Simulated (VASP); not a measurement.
# RbBr (Fm-3m) in VASP: notebook, part 2 of 2

VASP 6.6.1.

## Step 4: Electric field gradients, PBEsol

This run uses another cell than the first one, of 40.27 Å³/atom.

Contents of INCAR:

```
ALGO = Normal
EDIFF = 1E-8
ENCUT = 520
GGA = PS
ISIF = 2
ISMEAR = -1
LASPH = T
LCHARG = F
LEFG = T
LREAL = F
LWAVE = F
NBANDS = 15
NELM = 60
PREC = Accurate
SIGMA = 0.03
```

Contents of KPOINTS:

```
k-points
0
Gamma
  7 7 7
```

Contents of POSCAR:

```
RbBr
1.0
    0.0000000000      3.4275000000      3.4275000000
    3.4275000000      0.0000000000      3.4275000000
    3.4275000000      3.4275000000      0.0000000000
Rb Br
1 1
Direct
    0.0000000000      0.0000000000      0.0000000000
    0.5000000000      0.5000000000      0.5000000000
```

Potentials or basis: VASP PAW PBE potentials, release 64 (Rb_sv, Br).

Started as:

```sh
> cat potpaw_PBE.64/Rb_sv/POTCAR potpaw_PBE.64/Br/POTCAR > POTCAR
> mpirun -np 1 vasp_std > vasp.out
```

OUTCAR:

```text
EDIFF = 1E-8
   ENCUT = 520
   GGA = PS
   ISIF = 2
   ISMEAR = -1
   LASPH = T
   LREAL = F
   NELM = 60
   PREC = Accurate

 ion  position               nearest neighbor table
   1  0.000  0.000  0.000-   2 3.43   2 3.43   2 3.43   2 3.43   2 3.43   2 3.43
   2  0.500  0.500  0.500-   1 3.43   1 3.43   1 3.43   1 3.43   1 3.43   1 3.43

  LATTYP: Found a face centered cubic cell.
 ALAT       =     6.8550000000

  Lattice vectors:

 A1 = (   0.0000000000,   3.4275000000,   3.4275000000)
 A2 = (   3.4275000000,   0.0000000000,   3.4275000000)
 A3 = (   3.4275000000,   3.4275000000,   0.0000000000)

Analysis of symmetry for initial positions (statically):
=====================================================================
 Subroutine PRICEL returns:
 Original cell was already a primitive cell.

 Routine SETGRP: Setting up the symmetry group for a
 face centered cubic supercell.

 Subroutine GETGRP returns: Found 48 space group operations
 (whereof 48 operations were pure point group operations)
 out of a pool of 48 trial point group operations.

The static configuration has the point symmetry O_h .

Analysis of symmetry for dynamics (positions and initial velocities):
=====================================================================
 Subroutine PRICEL returns:
 Original cell was already a primitive cell.

 Routine SETGRP: Setting up the symmetry group for a
 face centered cubic supercell.

 Subroutine GETGRP returns: Found 48 space group operations
 (whereof 48 operations were pure point group operations)
 out of a pool of 48 trial point group operations.

The dynamic configuration has the point symmetry O_h .

 Subroutine INISYM returns: Found 48 space group operations
 (whereof 48 operations are pure point group operations),
 and found     1 'primitive' translations

----------------------------------------------------------------------------------------

                                     Primitive cell

  volume of cell :      80.5309

  direct lattice vectors                    reciprocal lattice vectors
     0.000000000  3.427500000  3.427500000    -0.145878920  0.145878920  0.145878920
     3.427500000  0.000000000  3.427500000     0.145878920 -0.145878920  0.145878920
     3.427500000  3.427500000  0.000000000     0.145878920  0.145878920 -0.145878920

  length of vectors
     4.847216985  4.847216985  4.847216985     0.252669702  0.252669702  0.252669702

  position of ions in fractional coordinates (direct lattice)
     0.000000000  0.000000000  0.000000000
     0.500000000  0.500000000  0.500000000

  ion indices of the primitive-cell ions
   primitive index   ion index
                 1           1
                 2           2

----------------------------------------------------------------------------------------

 KPOINTS: k-points

Automatic generation of k-mesh.
 Grid dimensions read from file:
 generate k-points for:    7    7    7

 Generating k-lattice:

  Cartesian coordinates                     Fractional coordinates (reciprocal lattice)
    -0.020839846  0.020839846  0.020839846     0.142857143  0.000000000  0.000000000
[... 75 lines left out ...]
  volume/ion in A,a.u.               =      40.27       271.72
  Fermi-wavevector in a.u.,A,eV,Ry     =   0.955273  1.805204 12.415941  0.912546
  Thomas-Fermi vector in A             =   2.084095
   LORBIT       =      0    0 simple, 1 ext, 2 COOP (PROOUT), +10 PAW based schemes
   GGA     = PS    functional components
   LHFCALC =     F    Hartree Fock is set to
   AEXX    =    0.0000 exact exchange contribution
   IVDW    =     0    specifies the selected vdW correction
   LEPSILON=     F    determine dielectric tensor
   LRPA    =     F    only Hartree local field effects (RPA)
 non-spin polarized calculation
  energy-cutoff  :      520.00
  volume of cell :       80.53
 maximum number of plane-waves:      2186
   NGX = 17   NGY = 17   NGZ = 17

 number of electron      15.9999999 magnetization

 Free energy of the ion-electron system (eV)
  ---------------------------------------------------
  ext. energy  EPLUGINS =         0.00000000
  ---------------------------------------------------
  free energy    TOTEN  =        -6.35539234 eV

  energy without entropy =       -6.35539234  energy(sigma->0) =       -6.35539234

 E-fermi :  -1.2157     XC(G=0):  -7.4034

 val. band max:       -1.8470289864   @ k =   0.0000   0.0000   0.0000
 cond. band min:       2.3639508765   @ k =   0.0000   0.0000   0.0000
 fundamental gap:      4.2109798629
 Fermi energy:        -1.2157151277

 k-point     1 :       0.0000    0.0000    0.0000
  band No.  band energies     occupation
      1     -26.2028      2.00000
      2     -14.0398      2.00000
      3     -10.2903      2.00000
      4     -10.2903      2.00000
      5     -10.2903      2.00000
      6      -1.8470      2.00000
      7      -1.8470      2.00000
      8      -1.8470      2.00000
      9       2.3640      0.00000
     10       5.3535      0.00000
     11       5.3535      0.00000
     12       5.3535      0.00000
     13       6.2442      0.00000
     14       6.2442      0.00000
[... 329 lines left out ...]
      2     -14.0180      2.00000
      3     -10.4295      2.00000
      4     -10.3884      2.00000
      5     -10.2784      2.00000
      6      -2.3995      2.00000
      7      -2.2291      2.00000
      8      -2.1684      2.00000
      9       4.8274      0.00000
     10       5.5196      0.00000
     11       6.3845      0.00000
     12       6.7395      0.00000
     13       8.5073      0.00000
     14       8.6665      0.00000
     15       9.4576      0.00000

------------------------ aborting loop because EDIFF is reached ----------------------------------------

  FORCE on cell =-STRESS in cart. coord.  units (eV):
  Direction    XX          YY          ZZ          XY          YZ          ZX
  --------------------------------------------------------------------------------------
  -------------------------------------------------------------------------------------
  Total       -0.0136292     -0.0136292     -0.0136292     -0.0000000     -0.0000000      0.0000000
  in kB       -0.2711564     -0.2711564     -0.2711564     -0.0000000     -0.0000000      0.0000000
  external PRESSURE =      -0.2711564 kB  Pullay stress =       0.0000000 kB

 VOLUME and BASIS-vectors are now :
 -----------------------------------------------------------------------------
  energy-cutoff  :      520.00
  volume of cell :       80.53
      direct lattice vectors                 reciprocal lattice vectors
     0.000000000  3.427500000  3.427500000    -0.145878920  0.145878920  0.145878920
     3.427500000  0.000000000  3.427500000     0.145878920 -0.145878920  0.145878920
     3.427500000  3.427500000  0.000000000     0.145878920  0.145878920 -0.145878920

 POSITION                                       TOTAL-FORCE (eV/Angst)
 -----------------------------------------------------------------------------------
      0.00000      0.00000      0.00000         0.000000     -0.000000      0.000000
      3.42750      3.42750      3.42750        -0.000000      0.000000     -0.000000
 -----------------------------------------------------------------------------------
    total drift:                                0.000000      0.000000      0.000000

  FREE ENERGIE OF THE ION-ELECTRON SYSTEM (eV)
  ---------------------------------------------------
  free  energy   TOTEN  =        -6.3553923360 eV

  energy  without entropy=       -6.3553923360  energy(sigma->0) =       -6.35539234

 Electric field gradients (V/A^2)
---------------------------------------------------------------------
 ion       V_xx      V_yy      V_zz      V_xy      V_xz      V_yz
---------------------------------------------------------------------
   1       0.000     0.000     0.000    -0.000    -0.000    -0.000
   2       0.000     0.000     0.000    -0.000    -0.000    -0.000
---------------------------------------------------------------------

 Electric field gradients after diagonalization (V/A^2)
 (convention: |V_zz| > |V_xx| > |V_yy|)
----------------------------------------------------------------------
 ion       V_xx      V_yy      V_zz     asymmetry (V_yy - V_xx)/ V_zz
----------------------------------------------------------------------
   1       0.000     0.000    -0.000       0.000
   2       0.000     0.000    -0.000       0.000
----------------------------------------------------------------------

           NMR quadrupolar parameters

 Cq : quadrupolar parameter    Cq=e*Q*V_zz/h
 eta: asymmetry parameters     (V_yy - V_xx)/ V_zz
 Q  : nuclear electric quadrupole moment in mb (millibarn)
----------------------------------------------------------------------
 ion       Cq(MHz)       eta       Q (mb)
----------------------------------------------------------------------
   1      -0.000       0.000       1.000
   2      -0.000       0.000       1.000
----------------------------------------------------------------------
```

It took 30 s on 1 thread of Intel Xeon 8259CL, shared host; peak memory 0.21 GiB.

What came out:

| Property | Result |
| --- | --- |
| Free energy | -6.3554 eV |
| Pressure | 0.0 GPa |
| Band gap on the k mesh | 4.21 eV |
| Largest electric field gradient by atom | zero within the noise of the run |

Levels at points of the mesh, in eV from the valence-band top:
| k point | band 6 | band 7 | band 8 | band 9 | band 10 | band 11 |
| --- | --- | --- | --- | --- | --- | --- |
| (0.00, 0.00, 0.00) | 0.00 | 0.00 | 0.00 | 4.21 | 7.20 | 7.20 |

Caveat: the PAW data sets were made with another functional, which shifts forces and pressure a little; an odd mesh through Γ misses points on the zone boundary, where band edges can lie.
